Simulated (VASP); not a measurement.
Wanted: the native input for a VASP 6.6.1 run.

- Task: single point
- Functional: PBE
- Potentials or basis: VASP PAW PBE potentials, release 64 (Tl_d)
- Cutoff: 520 eV
- k mesh: 12 × 12 × 12
- Occupations: fermi-dirac, width 0.08 eV
- Spin: no spin polarisation
- Dipole correction: no
- Further INCAR settings: ALGO = Normal; EDIFF = 1e-06; NBANDS = 12

The structure of Tl lies in POSCAR:

```
Tl
1.0
    2.3958017936      0.0000000000      0.0000000000
    0.0000000000      2.3958017936      0.0000000000
    0.0000000000      0.0000000000      2.3958017936
Tl
1
Direct
    0.0000000000      0.0000000000      0.0000000000
```

This isn't the form of Tl at room conditions, which is hcp.

These files were run (other wordings do the same):

INCAR

```
SYSTEM = Tl
PREC = Accurate
ENCUT = 520
EDIFF = 1E-6
ISMEAR = -1
SIGMA = 0.08
LREAL = .FALSE.
LASPH = .TRUE.
NELM = 80
ALGO = Normal
ISIF = 2
LWAVE = .FALSE.
LCHARG = .FALSE.
GGA = PE
NBANDS = 12
```

KPOINTS

```
Automatic mesh
0
G
  12 12 12
  0 0 0
```

Potentials or basis: VASP PAW PBE potentials, release 64 (Tl_d).

Run with:

```bash
$ cat potpaw_PBE.64/Tl_d/POTCAR > POTCAR
$ mpirun -np 1 vasp_std > vasp.out
```

Results of the run:

- Pressure: 253.4 GPa
- Band gap on the k mesh: zero (an odd number of electrons rules out a gap without spin polarisation)

Caveat: the cell stands under pressure; spin-orbit coupling is left out, which moves the levels of the heavy elements.

Run time: 9.6 s on 1 thread of Intel Xeon 8259CL, with other jobs on the host, peak memory 0.13 GiB.
